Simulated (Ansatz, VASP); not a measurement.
C: VASP beside Ansatz

File POSCAR:

```
C
1.0
    0.0000000000      1.7801241434      1.7801241434
    1.7801241434      0.0000000000      1.7801241434
    1.7801241434      1.7801241434      0.0000000000
C
2
Direct
    0.0000000000      0.0000000000      0.0000000000
    0.2500000000      0.2500000000      0.2500000000
```

The input INCAR.step1:

```
SYSTEM = C
ALGO = Normal
EDIFF = 1E-5
ENCUT = 520
GGA = PE
ISIF = 2
ISMEAR = 0
LASPH = .True.
LCHARG = .False.
LREAL = .False.
LWAVE = .True.
NBANDS = 11
NELM = 60
PREC = Accurate
SIGMA = 0.01
```

The input INCAR.step2:

```
SYSTEM = C
ALGO = Normal
EDIFF = 1E-6
ENCUT = 520
GGA = PE
HFSCREEN = 0.2079
ISIF = 2
ISMEAR = 0
ISTART = 1
LASPH = .True.
LCHARG = .False.
LHFCALC = .True.
LREAL = .False.
LWAVE = .False.
NBANDS = 11
NELM = 60
PREC = Accurate
PRECFOCK = Normal
SIGMA = 0.01
```

The input KPOINTS:

```
k-points
0
Gamma
  8 8 8
  0 0 0
```

Input for Ansatz:

```yaml
crystal:
  lattice:
    - [0.0, 1.7801241434, 1.7801241434]
    - [1.7801241434, 0.0, 1.7801241434]
    - [1.7801241434, 1.7801241434, 0.0]
  atoms:
    - { symbol: C, position: [0.0, 0.0, 0.0] }
    - { symbol: C, position: [0.25, 0.25, 0.25] }
kpoints:
  mp_grid: { grid: [8, 8, 8] }
  band_path:
    path:
      - [0.0, 0.0, 0.0]
      - [0.5, 0.0, 0.5]
      - [0.625, 0.25, 0.625]
      - [0.375, 0.375, 0.75]
      - [0.5, 0.5, 0.5]
      - [0.5, 0.25, 0.75]
      - [0.35, 0.0, 0.35]
    npoints: 1
hamiltonian:
  xc: hse06
scf:
  occupations: { method: fixed }
  n_extra_bands: 4
output:
  forces: true
  stress: true
  eigenvalues: true
```

Alike in both runs: task single point; functional HSE06; k mesh 8 × 8 × 8; no spin polarisation.

|  | VASP | Ansatz |
| --- | --- | --- |
| version | VASP 6.6.1 | Ansatz 0.2.0 |
| potentials or method | VASP PAW PBE potentials, release 64 (C) | plane waves, PAW |
| plane-wave cutoff (eV) | 520 | 420 |
| occupations | gaussian, width 0.01 eV | fixed |
| valence electrons in the cell | 8 | 8 |

VASP gave:

| Property | Result |
| --- | --- |
| gap on the k mesh at the Fermi level (eV) | 5.29 |
| pressure (GPa) | -4.9 |

Question: Which values does Ansatz return?

Answer: gap on the k mesh at the Fermi level (eV): 5.30; pressure (GPa): -5.7.

Ansatz's warnings: stress exchange threshold loose, stress scf threshold loose.
